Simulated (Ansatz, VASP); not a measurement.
# Li2Se: VASP beside Ansatz

```
Li Se
1.0
     0.00000    2.99346    2.99346
     2.99346    0.00000    2.99346
     2.99346    2.99346    0.00000
Li Se
2 1
Cartesian
  1.4967 1.4967 1.4967
  4.4902 4.4902 4.4902
  0.0000 0.0000 0.0000
```

Alike in both runs: task single point; functional PBE; k mesh 8 × 8 × 8; no spin polarisation.

|  | VASP | Ansatz |
| --- | --- | --- |
| version | VASP 6.6.1 | Ansatz 0.2.0 |
| potentials or method | VASP PAW PBE potentials, release 64 (Li_sv, Se) | plane waves, PAW |
| plane-wave cutoff (eV) | 750 | 420 |
| occupations | gaussian, width 0.01 eV | fixed |
| valence electrons in the cell | 12 | 22 |

|  | VASP | Ansatz | Ansatz less VASP |
| --- | --- | --- | --- |
| gap on the k mesh at the Fermi level (eV) | 2.97 | 2.97 | +0.006 |
| pressure (GPa) | 0.3 | 0.3 | +0.07 |

VASP's potentials hold 12 valence electrons a cell and Ansatz's 22, so a difference there can come from the potentials and not from the codes.
